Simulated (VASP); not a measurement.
# Br (Pm-3m) in VASP: further runs

Runs on Br. Level: r2SCAN. Tasks: single point.

All numbers are computed with VASP 6.6.1; they aren't measurements. Logs are shortened: lines on timing, memory, paths and dates and some standing lists are left out, and cuts for length are marked.

## (1) The cell of the first run

It takes space group Pm-3m (No. 221, cubic). Conventional cell: a = 3.070 Å, b = 3.070 Å, c = 3.070 Å, α = 90.00°, β = 90.00°, γ = 90.00°. Within 4.0 Å of Br (site symmetry m-3m) lie 6 Br at 3.07 Å.

## (2) Single point, r2SCAN

File POSCAR:

```
Br
1.0
    3.0701433437      0.0000000000      0.0000000000
    0.0000000000      3.0701433437      0.0000000000
    0.0000000000      0.0000000000      3.0701433437
Br
1
Direct
    0.0000000000      0.0000000000      0.0000000000
```

File INCAR.step1:

```
ALGO = Normal ; EDIFF = 1E-4
ENCUT = 520 ; GGA = PE
ISMEAR = -1 ; LASPH = T
LCHARG = F ; LREAL = F
LWAVE = T ; NBANDS = 10
NELM = 100 ; PREC = Accurate
SIGMA = 0.05
```

File INCAR.step2:

```
ALGO = Normal ; EDIFF = 1E-7
ENCUT = 520 ; ISIF = 2
ISMEAR = -1 ; ISTART = 1
LASPH = T ; LCHARG = F
LMIXTAU = T ; LREAL = F
LWAVE = F ; METAGGA = R2SCAN
NBANDS = 10 ; NELM = 100
PREC = Accurate ; SIGMA = 0.05
```

File KPOINTS:

```
k-points
0
Gamma
  8 8 8
```

Potentials or basis: VASP PAW PBE potentials, release 64 (Br).

The run is started by

```console
> cat potpaw_PBE.64/Br/POTCAR > POTCAR
> cp INCAR.step1 INCAR
> mpirun -np 1 vasp_std > vasp.out
> cp INCAR.step2 INCAR
> mpirun -np 1 vasp_std > vasp.out
```

OUTCAR:

```text
EDIFF = 1E-7
   ENCUT = 520
   ISIF = 2
   ISMEAR = -1
   ISTART = 1
   LASPH = T
   LREAL = F
   METAGGA = R2SCAN
   NELM = 100
   PREC = Accurate

 ion  position               nearest neighbor table
   1  0.000  0.000  0.000-

  LATTYP: Found a simple cubic cell.
 ALAT       =     3.0701433437

  Lattice vectors:

 A1 = (   3.0701433437,   0.0000000000,   0.0000000000)
 A2 = (   0.0000000000,   3.0701433437,   0.0000000000)
 A3 = (   0.0000000000,   0.0000000000,   3.0701433437)

Analysis of symmetry for initial positions (statically):
=====================================================================
 Subroutine PRICEL returns:
 Original cell was already a primitive cell.

 Routine SETGRP: Setting up the symmetry group for a
 simple cubic supercell.

 Subroutine GETGRP returns: Found 48 space group operations
 (whereof 48 operations were pure point group operations)
 out of a pool of 48 trial point group operations.

The static configuration has the point symmetry O_h .

Analysis of symmetry for dynamics (positions and initial velocities):
=====================================================================
 Subroutine PRICEL returns:
 Original cell was already a primitive cell.

 Routine SETGRP: Setting up the symmetry group for a
 simple cubic supercell.

 Subroutine GETGRP returns: Found 48 space group operations
 (whereof 48 operations were pure point group operations)
 out of a pool of 48 trial point group operations.

The dynamic configuration has the point symmetry O_h .

 Subroutine INISYM returns: Found 48 space group operations
 (whereof 48 operations are pure point group operations),
 and found     1 'primitive' translations

----------------------------------------------------------------------------------------

                                     Primitive cell

  volume of cell :      28.9385

  direct lattice vectors                    reciprocal lattice vectors
     3.070143344  0.000000000  0.000000000     0.325717691  0.000000000  0.000000000
     0.000000000  3.070143344  0.000000000     0.000000000  0.325717691  0.000000000
     0.000000000  0.000000000  3.070143344     0.000000000  0.000000000  0.325717691

  length of vectors
     3.070143344  3.070143344  3.070143344     0.325717691  0.325717691  0.325717691

  position of ions in fractional coordinates (direct lattice)
     0.000000000  0.000000000  0.000000000

  ion indices of the primitive-cell ions
   primitive index   ion index
                 1           1

----------------------------------------------------------------------------------------

 KPOINTS: k-points

Automatic generation of k-mesh.
 Grid dimensions read from file:
 generate k-points for:    8    8    8

 Generating k-lattice:

  Cartesian coordinates                     Fractional coordinates (reciprocal lattice)
     0.040714711  0.000000000  0.000000000     0.125000000  0.000000000  0.000000000
     0.000000000  0.040714711  0.000000000     0.000000000  0.125000000  0.000000000
     0.000000000  0.000000000  0.040714711     0.000000000  0.000000000  0.125000000

  Length of vectors
     0.040714711  0.040714711  0.040714711

  Shift w.r.t. Gamma in fractional coordinates (k-lattice)
     0.000000000  0.000000000  0.000000000

 Subroutine IBZKPT returns following result:
 ===========================================

 Found     35 irreducible k-points:

 Following reciprocal coordinates:
            Coordinates               Weight
  0.000000  0.000000  0.000000      1.000000
  0.125000  0.000000  0.000000      6.000000
  0.250000  0.000000  0.000000      6.000000
  0.375000  0.000000  0.000000      6.000000
  0.500000  0.000000  0.000000      3.000000
  0.125000  0.125000  0.000000     12.000000
[... 16 lines left out ...]
  0.375000  0.375000  0.125000     24.000000
  0.500000  0.375000  0.125000     24.000000
 [... further k-points ...]
   k-points           NKPTS =     35   k-points in BZ     NKDIM =     35   number of bands    NBANDS=     10
   number of dos      NEDOS =    301   number of ions     NIONS =      1
   total plane-waves  NPLWV =  13824
   dimension x,y,z NGX =    24 NGY =   24 NGZ =   24
   dimension x,y,z NGXF=    48 NGYF=   48 NGZF=   48
   ions per type =               1
   NGX,Y,Z   is equivalent  to a cutoff of  13.00, 13.00, 13.00 a.u.
   NGXF,Y,Z  is equivalent  to a cutoff of  25.99, 25.99, 25.99 a.u.
 SYSTEM =  unknown system
   PREC   = accura    normal or accurate (medium, high low for compatibility)
   ISTART =      1    job   : 0-new  1-cont  2-samecut
   ICHARG =      0    charge: 1-file 2-atom 10-const
   ISPIN  =      1    spin polarized calculation?
   LNONCOLLINEAR =      F non collinear calculations
   LSORBIT =      F    spin-orbit coupling
   LASPH  =      T    aspherical Exc in radial PAW
   ENCUT  =  520.0 eV  38.22 Ry    6.18 a.u.   5.71  5.71  5.71*2*pi/ulx,y,z
   NELM   =    100;   NELMIN=  2; NELMDL=  0     # of ELM steps
   EDIFF  = 0.1E-06   stopping-criterion for ELM
   LREAL  =      F    real-space projection
   EDIFFG = 0.1E-05   stopping-criterion for IOM
   NSW    =      0    number of steps for IOM
   IBRION =     -1    ionic relax: 0-MD 1-quasi-New 2-CG
   NFREE  =      0    steps in history (QN), initial steepest desc. (CG)
   ISIF   =      2    stress and relaxation
   ISYM   =      2    0-nonsym 1-usesym 2-fastsym
   POTIM  = 0.5000    time-step for ionic-motion
   TEBEG  =    0.0;   TEEND  =   0.0 temperature during run
   PSTRESS=    0.0 pullay stress
   NELECT =       7.0000    total number of electrons
   NUPDOWN=      -1.0000    fix difference up-down
   EMIN   =  10.00;   EMAX   =-10.00  energy-range for DOS
   EFERMI =   0.00;   METHOD = LEGACY
   ISMEAR =    -1;   SIGMA  =   0.05  broadening in eV -4-tet -1-fermi 0-gaus
   EFERMI_NEDOS =   21; number of points for ismear=-14 and -15
   IALGO  =     38    algorithm
   IMIX   =      4    mixing-type and parameters
     AMIX     =   0.40;   BMIX     =  1.00
     AMIX_MAG =   1.60;   BMIX_MAG =  1.00
  volume/ion in A,a.u.               =      28.94       195.29
  Fermi-wavevector in a.u.,A,eV,Ry     =   1.020036  1.927589 14.156502  1.040474
  Thomas-Fermi vector in A             =   2.153583
   LORBIT       =      0    0 simple, 1 ext, 2 COOP (PROOUT), +10 PAW based schemes
   METAGGA = R2SCAN    functional components
   LHFCALC =     F    Hartree Fock is set to
   AEXX    =    0.0000 exact exchange contribution
   IVDW    =     0    specifies the selected vdW correction
   LEPSILON=     F    determine dielectric tensor
   LRPA    =     F    only Hartree local field effects (RPA)
 non-spin polarized calculation
  energy-cutoff  :      520.00
  volume of cell :       28.94
 maximum number of plane-waves:       804
 NGX is ok and might be reduce to    24
   NGX = 11   NGY = 11   NGZ = 11

 number of electron       7.0000002 magnetization

 Free energy of the ion-electron system (eV)
  ---------------------------------------------------
  ext. energy  EPLUGINS =         0.00000000
  ---------------------------------------------------
  free energy    TOTEN  =       -12.74062250 eV

  energy without entropy =      -12.73010761  energy(sigma->0) =      -12.73536506

 E-fermi :   0.9401     XC(G=0):  -9.1996

 val. band max:        0.8571017758   @ k =   0.0000   0.0000   0.0000
 cond. band min:       0.9492683613   @ k =   0.1250   0.0000   0.0000
 fundamental gap:      0.0921665855
 Fermi energy:         0.9400637076

 k-point     1 :       0.0000    0.0000    0.0000
  band No.  band energies     occupation
      1     -15.3725      2.00000
      2       0.8571      1.68027
      3       0.8571      1.68027
      4       0.8571      1.68027
      5       8.1381      0.00000
      6      10.5325      0.00000
      7      10.5325      0.00000
      8      21.7696      0.00000
      9      21.7696      0.00000
     10      21.7696      0.00000

 k-point     2 :       0.1250    0.0000    0.0000
  band No.  band energies     occupation
      1     -15.2480      2.00000
      2      -0.2117      2.00000
      3       0.9493      0.90821
      4       0.9493      0.90821
      5       8.6982      0.00000
      6      10.7128      0.00000
      7      11.6657      0.00000
      8      19.7062      0.00000
      9      19.7062      0.00000
     10      21.7803      0.00000

 k-point     3 :       0.2500    0.0000    0.0000
  band No.  band energies     occupation
      1     -14.9221      2.00000
      2      -2.1336      2.00000
      3       1.1836      0.01521
      4       1.1836      0.01521
      5       9.6047      0.00000
      6      11.2098      0.00000
      7      13.9959      0.00000
      8      17.3987      0.00000
      9      17.3987      0.00000
     10      20.1956      0.00000

 k-point     4 :       0.3750    0.0000    0.0000
  band No.  band energies     occupation
      1     -14.5505      2.00000
      2      -3.6643      2.00000
      3       1.4374      0.00010
      4       1.4374      0.00010
      5      10.7334      0.00000
      6      11.8417      0.00000
      7      14.1698      0.00000
      8      15.8307      0.00000
      9      15.8307      0.00000
     10      19.8510      0.00000
[... 222 lines left out ...]
 k-point    22 :       0.5000    0.2500    0.1250
  band No.  band energies     occupation
      1     -13.8296      2.00000
      2      -3.6142      2.00000
      3      -1.0265      2.00000
      4       0.9634      0.77065
      5       9.1960      0.00000
      6      13.0929      0.00000
      7      13.8295      0.00000
      8      15.9186      0.00000
      9      18.2260      0.00000
     10      19.7925      0.00000

 k-point    23 :       0.3750    0.3750    0.1250
  band No.  band energies     occupation
      1     -13.6408      2.00000
      2      -2.6903      2.00000
      3      -2.6048      2.00000
      4       1.1066      0.06913
      5       8.1247      0.00000
      6      13.4403      0.00000
      7      14.5151      0.00000
      8      15.2450      0.00000
      9      20.2274      0.00000
     10      20.3359      0.00000

 k-point    24 :       0.5000    0.3750    0.1250
  band No.  band energies     occupation
      1     -13.4778      2.00000
      2      -3.2019      2.00000
      3      -2.4612      2.00000
      4       1.2270      0.00641
      5       7.5162      0.00000
      6      13.7161      0.00000
      7      14.1631      0.00000
      8      15.4284      0.00000
      9      20.3600      0.00000
     10      20.6299      0.00000

 [... further k-points ...]

------------------------ aborting loop because EDIFF is reached ----------------------------------------

  FORCE on cell =-STRESS in cart. coord.  units (eV):
  Direction    XX          YY          ZZ          XY          YZ          ZX
  --------------------------------------------------------------------------------------
  -------------------------------------------------------------------------------------
  Total        0.0559658      0.0559658      0.0559658     -0.0000000      0.0000000     -0.0000000
  in kB        3.0985431      3.0985431      3.0985431     -0.0000000      0.0000000     -0.0000000
  external PRESSURE =       3.0985431 kB  Pullay stress =       0.0000000 kB

 VOLUME and BASIS-vectors are now :
 -----------------------------------------------------------------------------
  energy-cutoff  :      520.00
  volume of cell :       28.94
      direct lattice vectors                 reciprocal lattice vectors
     3.070143344  0.000000000  0.000000000     0.325717691  0.000000000  0.000000000
     0.000000000  3.070143344  0.000000000     0.000000000  0.325717691  0.000000000
     0.000000000  0.000000000  3.070143344     0.000000000  0.000000000  0.325717691

 POSITION                                       TOTAL-FORCE (eV/Angst)
 -----------------------------------------------------------------------------------
      0.00000      0.00000      0.00000         0.000000      0.000000      0.000000
 -----------------------------------------------------------------------------------
    total drift:                                0.000000      0.000000      0.000000

  FREE ENERGIE OF THE ION-ELECTRON SYSTEM (eV)
  ---------------------------------------------------
  free  energy   TOTEN  =       -12.7406225027 eV

  energy  without entropy=      -12.7301076079  energy(sigma->0) =      -12.73536506
```

It took 31 s on 1 thread of Intel Xeon 8259CL, shared host; peak memory 0.14 GiB.

Results:

```
Free energy            : -12.7406 eV
Pressure               : 0.3 GPa
Band gap on the k mesh : zero (an odd number of electrons rules out a gap without spin polarisation)
```

Levels at points of the mesh, in eV from the Fermi level:
```
           k point  band 1  band 2  band 3  band 4  band 5  band 6  band 7  band 8
(0.00, 0.00, 0.00)  -16.31   -0.08   -0.08   -0.08    7.20    9.59    9.59   20.83
(0.50, 0.00, 0.00)  -15.32   -5.18    0.61    0.61   10.71   11.23   12.29   14.33
(0.50, 0.50, 0.00)  -14.37   -4.07   -4.07    1.23    5.71   12.93   15.98   15.98
(0.50, 0.50, 0.50)  -13.46   -3.12   -3.12   -3.12    8.15    8.15    8.15   12.04
```

Caveat: the PAW data sets were made with another functional, which shifts forces and pressure a little; an odd number of electrons without spin polarisation forces a metal; a magnetic or distorted state may lie lower.

## (3) Single point, r2SCAN

This run uses another cell than the first one, of 29.23 Å³/atom.

File POSCAR:

```
Br
1.0
    3.0804459153      0.0000000000      0.0000000000
    0.0000000000      3.0804459153      0.0000000000
    0.0000000000      0.0000000000      3.0804459153
Br
1
Direct
    0.0000000000      0.0000000000      0.0000000000
```

File INCAR.step1:

```
SYSTEM = Br
PREC = Accurate ; ENCUT = 520
ISMEAR = -1 ; SIGMA = 0.05
LREAL = .FALSE. ; LASPH = .TRUE.
NELM = 80 ; NBANDS = 10
GGA = PE ; ALGO = Normal
EDIFF = 1E-4 ; LWAVE = .TRUE.
LCHARG = .FALSE.
```

File INCAR.step2:

```
SYSTEM = Br
PREC = Accurate ; ENCUT = 520
EDIFF = 1E-6 ; ISMEAR = -1
SIGMA = 0.05 ; LREAL = .FALSE.
LASPH = .TRUE. ; NELM = 80
ALGO = Normal ; ISIF = 2
LWAVE = .FALSE. ; LCHARG = .TRUE.
METAGGA = R2SCAN ; LMIXTAU = .TRUE.
LELF = .TRUE. ; LVHAR = .TRUE.
NBANDS = 10 ; ISTART = 1
```

File KPOINTS:

```
Automatic mesh
0
G
  8 8 8
  0 0 0
```

Potentials or basis: VASP PAW PBE potentials, release 64 (Br).

The run is started by

```console
> cat potpaw_PBE.64/Br/POTCAR > POTCAR
> cp INCAR.step1 INCAR
> mpirun -np 1 vasp_std > vasp.out
> cp INCAR.step2 INCAR
> mpirun -np 1 vasp_std > vasp.out
```

It took 32 s on 1 thread of Intel Xeon 8259CL, shared host; peak memory 0.14 GiB.

It converged, with:

```yaml
Free_energy: -12.7409 eV
Pressure: 0.0 GPa
Band_gap_on_the_k_mesh: zero (an odd number of electrons rules out a gap without spin polarisation)
```

Levels at points of the mesh, in eV from the Fermi level:
| k point | band 1 | band 2 | band 3 | band 4 | band 5 | band 6 |
| --- | --- | --- | --- | --- | --- | --- |
| (0.00, 0.00, 0.00) | -16.24 | -0.08 | -0.08 | -0.08 | 7.18 | 9.62 |
| (0.50, 0.00, 0.00) | -15.27 | -5.10 | 0.60 | 0.60 | 10.68 | 11.25 |
| (0.50, 0.50, 0.00) | -14.35 | -4.01 | -4.01 | 1.21 | 5.77 | 12.91 |
| (0.50, 0.50, 0.50) | -13.46 | -3.07 | -3.07 | -3.07 | 8.19 | 8.19 |

Caveat: the PAW data sets were made with another functional, which shifts forces and pressure a little; an odd number of electrons without spin polarisation forces a metal; a magnetic or distorted state may lie lower.

## (4) Single point, r2SCAN

This run uses another cell than the first one, of 29.52 Å³/atom.

File POSCAR:

```
Br
1.0
    3.0906800301      0.0000000000      0.0000000000
    0.0000000000      3.0906800301      0.0000000000
    0.0000000000      0.0000000000      3.0906800301
Br
1
Direct
    0.0000000000      0.0000000000      0.0000000000
```

File INCAR.step1:

```
SYSTEM = Br
PREC = Accurate
ENCUT = 520
ISMEAR = -1
SIGMA = 0.05
LREAL = .FALSE.
LASPH = .TRUE.
NELM = 60
NBANDS = 10
GGA = PE
ALGO = Normal
EDIFF = 1E-4
LWAVE = .TRUE.
LCHARG = .FALSE.
```

File INCAR.step2:

```
SYSTEM = Br
PREC = Accurate
ENCUT = 520
EDIFF = 1E-7
ISMEAR = -1
SIGMA = 0.05
LREAL = .FALSE.
LASPH = .TRUE.
NELM = 60
ALGO = Normal
ISIF = 2
LWAVE = .FALSE.
LCHARG = .TRUE.
METAGGA = R2SCAN
LMIXTAU = .TRUE.
LELF = .TRUE.
LVHAR = .TRUE.
NBANDS = 10
ISTART = 1
```

KPOINTS is that of step 3.

The run is started by

```console
> cat potpaw_PBE.64/Br/POTCAR > POTCAR
> cp INCAR.step1 INCAR
> mpirun -np 1 vasp_std > vasp.out
> cp INCAR.step2 INCAR
> mpirun -np 1 vasp_std > vasp.out
```

Run time: 49 s. Hardware: 1 thread of Intel Xeon 8259CL, shared host; peak memory 0.14 GiB.

It converged, with:

- Free energy: -12.7406 eV
- Pressure: -0.3 GPa
- Band gap on the k mesh: zero (an odd number of electrons rules out a gap without spin polarisation)

Levels at points of the mesh, in eV from the Fermi level:
| k point | band 1 | band 2 | band 3 | band 4 | band 5 | band 6 | band 7 | band 8 |
| --- | --- | --- | --- | --- | --- | --- | --- | --- |
| (0.00, 0.00, 0.00) | -16.18 | -0.08 | -0.08 | -0.08 | 7.16 | 9.65 | 9.65 | 20.70 |
| (0.50, 0.00, 0.00) | -15.23 | -5.02 | 0.59 | 0.59 | 10.65 | 11.27 | 12.22 | 14.32 |
| (0.50, 0.50, 0.00) | -14.33 | -3.94 | -3.94 | 1.18 | 5.83 | 12.88 | 15.94 | 15.94 |
| (0.50, 0.50, 0.50) | -13.46 | -3.03 | -3.03 | -3.03 | 8.23 | 8.23 | 8.23 | 12.07 |

Caveat: the PAW data sets were made with another functional, which shifts forces and pressure a little; an odd number of electrons without spin polarisation forces a metal; a magnetic or distorted state may lie lower.

## (5) The runs side by side

```csv
cell,gap on the mesh (eV),pressure (GPa)
"a = 3.070 Å, 1 atom",none,0.3
"a = 3.080 Å, 1 atom",none,0.0
"a = 3.091 Å, 1 atom",none,-0.3
```

Alike in all rows: task single point; level r2SCAN; potentials or basis VASP PAW PBE potentials, release 64 (Br); no spin polarisation; k mesh 8 × 8 × 8; cutoff (eV) 520; smearing fermi-dirac 0.05 eV.

Caveats: the PAW data sets were made with another functional, which shifts forces and pressure a little; an odd number of electrons without spin polarisation forces a metal; a magnetic or distorted state may lie lower.

Absolute energies hang on the potentials; compare differences alone.
